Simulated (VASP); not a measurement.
# Ba7Ti8O23 (a cell with a defect) in VASP: single point with PBEsol

Aim: the single point of Ba7Ti8O23 (a cell with a defect) with PBEsol.

Everything below comes from runs of VASP 6.6.1. Logs are shortened: lines on timing, memory, paths and dates and some standing lists are left out, and cuts for length are marked.

**1. The cell of the first run**

The cell holds a defect, 38 atoms: a = 7.940 Å, b = 7.940 Å, c = 7.940 Å, α = 90.00°, β = 90.00°, γ = 90.00°.

**2. Single point, PBEsol, collinear spin**

The input, INCAR:

```
SYSTEM = Ba7Ti8O23
PREC     = Accurate       ! precision mode
ENCUT    = 520            ! plane-wave cutoff, eV
EDIFF    = 1E-6           ! SCF threshold, eV
ISMEAR   = -1             ! smearing method
SIGMA    = 0.05           ! smearing width, eV
LREAL    = Auto         
LASPH    = .TRUE.         ! aspherical terms in the spheres
NELM     = 200            ! most SCF steps
ALGO     = Normal         ! electronic algorithm
ISIF     = 2              ! what is computed and relaxed
LWAVE    = .FALSE.        ! write WAVECAR
LCHARG   = .TRUE.         ! write CHGCAR
ISPIN    = 2              ! spin polarisation
MAGMOM   = 0.026 0.026 0.026 0.026 0.026 0.026 0.026 0.026 0.026 0.026 0.026 0.026 0.026 0.026 0.026 0.026 0.026 0.026 0.026 0.026 0.026 0.026 0.026 0.026 0.026 0.026 0.026 0.026 0.026 0.026 0.026 0.026 0.026 0.026 0.026 0.026 0.026 0.026 ! initial moments
LORBIT   = 11             ! projections on sites
LMAXMIX  = 4              ! l up to which the mixer works
GGA      = PS             ! functional
LELF     = .TRUE.         ! ELF
LVHAR    = .TRUE.       
NBANDS   = 181            ! bands
ISYM     = 0            
GGA_COMPAT= .FALSE.
```

The input, KPOINTS:

```
Automatic mesh
0
Gamma
  1 1 1
  0.25 0.25 0.25
```

The input, POSCAR:

```
Ba7Ti8O23
1.0
    7.9404200000      0.0000000000      0.0000000000
    0.0000000000      7.9404200000      0.0000000000
    0.0000000000      0.0000000000      7.9404200000
Ba Ti O
7 8 23
Direct
    0.0004040000      0.9988200000      0.0014440000
    0.0040710000      0.9968180000      0.5017120000
    0.0015530000      0.4998860000      0.0059500000
    0.0080310000      0.4971740000      0.4984580000
    0.5013570000      0.0011810000      0.9993960000
    0.4971130000      0.0007350000      0.5043400000
    0.5019230000      0.4979100000      0.9982690000
    0.2471300000      0.2522390000      0.2489250000
    0.2504000000      0.2544680000      0.7513930000
    0.2497340000      0.7479840000      0.2496120000
    0.2486980000      0.7483360000      0.7524790000
    0.7530560000      0.2463380000      0.2511040000
    0.7509190000      0.2466050000      0.7490150000
    0.7508890000      0.7549210000      0.2493540000
    0.7515640000      0.7477410000      0.7516280000
    0.2471960000      0.2500850000      0.9995580000
    0.2507550000      0.7511720000      0.9986190000
    0.2546740000      0.7466510000      0.4983050000
    0.7466510000      0.2442930000      0.0035040000
    0.7469800000      0.2486170000      0.5025000000
    0.7486590000      0.7481280000      0.0012500000
    0.7506930000      0.7496920000      0.4958580000
    0.0033420000      0.2499990000      0.2526250000
    0.9986590000      0.2528900000      0.7520700000
    0.0007510000      0.7482970000      0.2535260000
    0.9988230000      0.7482560000      0.7494790000
    0.5022350000      0.2546440000      0.2507120000
    0.4989310000      0.2504220000      0.7520120000
    0.4971970000      0.7516840000      0.2494090000
    0.4974430000      0.7460150000      0.7498310000
    0.2539690000      0.0029960000      0.2507720000
    0.2517000000      0.9995920000      0.7447210000
    0.2533160000      0.5011580000      0.2475470000
    0.2500300000      0.4984410000      0.7522560000
    0.7535440000      0.9974430000      0.2520160000
    0.7525220000      0.0015440000      0.7474000000
    0.7514330000      0.4992890000      0.2516300000
    0.7525050000      0.4969120000      0.7519230000
```

Potentials or basis: VASP PAW PBE potentials, release 64 (Ba_sv, Ti_sv, O).

Launch:

```sh
> cat potpaw_PBE.64/Ba_sv/POTCAR potpaw_PBE.64/Ti_sv/POTCAR potpaw_PBE.64/O/POTCAR > POTCAR
> mpirun -np 1 vasp_std > vasp.out
```

OUTCAR:

```text
SYSTEM = Ba7Ti8O23
   PREC = Accurate
   ENCUT = 520
   EDIFF = 1E-6
   ISMEAR = -1
   LREAL = Auto
   LASPH = .TRUE.
   NELM = 200
   ISIF = 2
   ISPIN = 2
   LORBIT = 11
   GGA = PS
   ISYM = 0

 ion  position               nearest neighbor table
   1  0.000  0.999  0.001-  35 2.79  17 2.80  16 2.80  19 2.80  36 2.82  23 2.82  21 2.82  26 2.82
                            25 2.82  31 2.82  24 2.83  32 2.85  14 3.40  12 3.41   8 3.43  11 3.43
   2  0.004  0.997  0.502-  32 2.76  26 2.79  25 2.79  36 2.79  35 2.81  22 2.81  18 2.81  31 2.81
                            23 2.82  24 2.84  20 2.86  11 3.41  10 3.42  14 3.43  13 3.44  12 3.44
   3  0.002  0.500  0.006-  33 2.77  16 2.78  37 2.78  25 2.78  23 2.79  17 2.81  24 2.81  21 2.81
                            34 2.82  38 2.82  26 2.83  19 2.87   8 3.38  10 3.39  12 3.43   9 3.43
   4  0.008  0.497  0.498-  23 2.77  34 2.78  18 2.79  25 2.79  33 2.79  24 2.80  26 2.82  37 2.83
                            38 2.86  20 2.86  22 2.86   8 3.36   9 3.38  10 3.40  11 3.42  12 3.45
   5  0.501  0.001  0.999-  19 2.74  28 2.79  31 2.80  29 2.80  21 2.81  17 2.81  16 2.82  36 2.83
                            32 2.83  27 2.83  30 2.83  35 2.83  13 3.42  14 3.42  12 3.43  15 3.44
   6  0.497  0.001  0.504-  32 2.73  18 2.79  31 2.79  28 2.79  20 2.79  36 2.80  30 2.81  29 2.83
                            22 2.83  27 2.85  35 2.86  13 3.41   9 3.43  11 3.43  14 3.46  15 3.46
   7  0.502  0.498  0.998-  28 2.77  27 2.78  30 2.79  38 2.79  21 2.79  33 2.80  34 2.80  19 2.80
                            16 2.82  37 2.82  17 2.83  29 2.84   9 3.40  15 3.42  11 3.44  13 3.44
   8  0.247  0.252  0.249-  23 1.94  33 1.98  31 1.98  16 1.98  27 2.03   4 3.36   3 3.38   1 3.43
                             7 3.44   2 3.44   5 3.46   6 3.47
   9  0.250  0.254  0.751-  34 1.94  16 1.97  28 1.97  24 2.00  32 2.02   4 3.38   7 3.40   6 3.43
                             3 3.43   5 3.45   2 3.46   1 3.46
  10  0.250  0.748  0.250-  33 1.96  29 1.97  18 1.98  25 1.98  17 1.99  31 2.03   3 3.39   4 3.40
                             2 3.42   1 3.43   7 3.45   6 3.46   5 3.46
  11  0.249  0.748  0.752-  17 1.95  30 1.98  26 1.98  34 1.98  32 2.00  18 2.02   2 3.41   4 3.42
                             1 3.43   6 3.43   3 3.43   7 3.44   5 3.45
  12  0.753  0.246  0.251-  19 1.97  35 1.98  23 1.99  27 1.99  20 2.00  37 2.01   1 3.41   3 3.43
                             5 3.43   2 3.44   4 3.45   6 3.46   7 3.46
  13  0.751  0.247  0.749-  36 1.95  20 1.96  24 1.97  38 1.99  28 2.00  19 2.02   6 3.41   5 3.42
                             7 3.44   1 3.44   2 3.44   4 3.48   3 3.49
  14  0.751  0.755  0.249-  35 1.93  22 1.96  21 1.97  25 1.98  29 2.01  37 2.03   1 3.40   5 3.42
                             2 3.43   3 3.43   6 3.46   7 3.47   4 3.50
  15  0.752  0.748  0.752-  26 1.96  21 1.98  38 1.99  36 2.02  30 2.02  22 2.03   7 3.42   1 3.44
                             5 3.44   2 3.45   3 3.45   6 3.46   4 3.49
  16  0.247  0.250  1.000-   9 1.97   8 1.98   3 2.78   1 2.80   7 2.82   5 2.82
  17  0.251  0.751  0.999-  11 1.95  10 1.99   1 2.80   3 2.81   5 2.81   7 2.83
  18  0.255  0.747  0.498-  10 1.98  11 2.02   4 2.79   6 2.79   2 2.81
  19  0.747  0.244  0.004-  12 1.97  13 2.02   5 2.74   7 2.80   1 2.80   3 2.87
  20  0.747  0.249  0.502-  13 1.96  12 2.00   6 2.79   2 2.86   4 2.86
[... 4 lines left out ...]
  25  0.001  0.748  0.254-  10 1.98  14 1.98   3 2.78   4 2.79   2 2.79   1 2.82
  26  0.999  0.748  0.749-  15 1.96  11 1.98   2 2.79   4 2.82   1 2.82   3 2.83
  27  0.502  0.255  0.251-  12 1.99   8 2.03   7 2.78   5 2.83   6 2.85
[... 883 lines left out ...]
    163       6.5850      0.00000
    164       6.6241      0.00000
 Fermi energy:         4.0751108093

 spin component 2

 k-point     1 :       0.2500    0.2500    0.2500
  band No.  band energies     occupation
      1     -53.5993      1.00000
      2     -53.5921      1.00000
      3     -52.8694      1.00000
      4     -52.8085      1.00000
      5     -52.7797      1.00000
      6     -52.7755      1.00000
[... 657 lines left out ...]
    163       6.5850      0.00000
    164       6.6241      0.00000
 [bands above 164 left out]

------------------------ aborting loop because EDIFF is reached ----------------------------------------

  FORCE on cell =-STRESS in cart. coord.  units (eV):
  Direction    XX          YY          ZZ          XY          YZ          ZX
  --------------------------------------------------------------------------------------
  -------------------------------------------------------------------------------------
  Total       -4.4508444     -3.7513109     -2.0093866     -0.8770484     -0.0875904      0.0671342
  in kB      -14.2436918    -12.0050291     -6.4304838     -2.8067500     -0.2803088      0.2148445
  external PRESSURE =     -10.8930683 kB  Pullay stress =       0.0000000 kB

 VOLUME and BASIS-vectors are now :
 -----------------------------------------------------------------------------
  energy-cutoff  :      520.00
  volume of cell :      500.65
      direct lattice vectors                 reciprocal lattice vectors
     7.940420000  0.000000000  0.000000000     0.125937923  0.000000000  0.000000000
     0.000000000  7.940420000  0.000000000     0.000000000  0.125937923  0.000000000
     0.000000000  0.000000000  7.940420000     0.000000000  0.000000000  0.125937923

 POSITION                                       TOTAL-FORCE (eV/Angst)
 -----------------------------------------------------------------------------------
      0.00321      7.93105      0.01147        -0.198828     -0.239985     -0.162517
      0.03233      7.91515      3.98380        -1.083411     -0.900166      0.006052
      0.01233      3.96930      0.04725        -0.678465      0.283344     -0.313609
      0.06377      3.94777      3.95797        -1.546587      1.143450      0.127048
      3.98099      0.00938      7.93562         0.097907     -0.386826      0.119580
      3.94729      0.00584      4.00467         1.057792     -1.075838     -0.305952
[... 30 lines left out ...]
      5.96669      3.96456      1.99805         0.700808     -0.510437     -0.515121
      5.97521      3.94569      5.97058         0.449462      0.172775      0.392155
 -----------------------------------------------------------------------------------
    total drift:                                0.013239     -0.006256      0.010953

  FREE ENERGIE OF THE ION-ELECTRON SYSTEM (eV)
  ---------------------------------------------------
  free  energy   TOTEN  =      -316.7820743825 eV

  energy  without entropy=     -316.7818535572  energy(sigma->0) =     -316.78196397

 total charge

# of ion       s       p       d       tot
------------------------------------------
    1        2.005   5.636   0.355   7.996
    2        2.008   5.621   0.381   8.010
    3        2.005   5.636   0.366   8.007
    4        2.006   5.622   0.356   7.983
    5        2.005   5.635   0.360   8.000
    6        2.006   5.625   0.354   7.984
[... 30 lines left out ...]
   37        1.561   3.415   0.000   4.976
   38        1.562   3.426   0.000   4.987
--------------------------------------------------
tot         67.678 168.734  16.469 252.881

 magnetization (x)

# of ion       s       p       d       tot
------------------------------------------
    1        0.000   0.000  -0.000  -0.000
    2        0.000   0.000  -0.000  -0.000
    3        0.000   0.000  -0.000  -0.000
    4        0.000   0.000  -0.000   0.000
    5        0.000   0.000  -0.000  -0.000
    6        0.000   0.000  -0.000  -0.000
[... 30 lines left out ...]
   37        0.000   0.000   0.000   0.000
   38        0.000   0.000   0.000   0.000
--------------------------------------------------
tot          0.000   0.000  -0.000   0.000
```

Wall time 20 min (1 thread of Intel Xeon Platinum 8488C (Sapphire Rapids), shared host); peak memory 0.94 GiB.

What came out:

| Item | Value |
| --- | --- |
| Free energy | -316.7821 eV |
| Pressure | -1.1 GPa |
| Largest force | 4.527 eV/Å |
| Band gap on the k mesh | 0.89 eV |
| Net moment | 0.00 μB per cell |
| Valence electrons inside the program's atomic spheres | Ba 8.00, 8.01, 7.98 (each value once); Ti 10.23, 10.25, 10.24, 10.19 (each value once); O 5.00, 5.02, 4.99, 4.98, 5.03, 5.01, 4.97 (each value once) |

Forces in eV/Å, atoms in the order of the input:
```
Ba  -0.199 -0.240 -0.163
Ba  -1.083 -0.900  0.006
Ba  -0.678  0.283 -0.314
Ba  -1.547  1.143  0.127
Ba   0.098 -0.387  0.120
Ba   1.058 -1.076 -0.306
Ba   0.471  0.399  0.279
Ti   2.027  0.637 -3.998
Ti   1.129  0.700  4.056
Ti   1.752 -0.562  1.295
Ti   1.608 -0.552 -1.122
Ti  -1.833  1.985  0.929
Ti  -0.870  1.443 -1.042
Ti  -1.327 -1.942  1.261
Ti  -1.280 -1.397 -1.096
O   -0.062 -0.131  0.035
O   -0.358  0.087 -0.067
O   -0.821  0.484  0.112
O    0.437 -0.065 -0.053
O    0.745 -0.544 -0.054
O    0.282  0.344 -0.387
O    0.613  0.626  0.573
O    1.205 -0.195  0.746
O    1.597 -0.348 -0.781
O    0.390  0.278 -0.293
O    0.315  0.155  0.077
O   -1.517 -0.717  0.406
O   -1.567 -0.388 -0.429
O   -0.088  0.541 -0.506
O    0.023  0.655  0.452
O   -0.435  1.327  0.697
O   -0.349  1.348 -0.464
O   -0.618 -1.554  0.403
O   -0.441 -1.418 -0.478
O    0.130  0.546 -0.130
O    0.044 -0.227  0.229
O    0.701 -0.510 -0.515
O    0.449  0.173  0.392
```

Caveat: the PAW data sets were made with another functional, which shifts forces and pressure a little; spin-orbit coupling is left out, which moves the levels of the heavy elements.
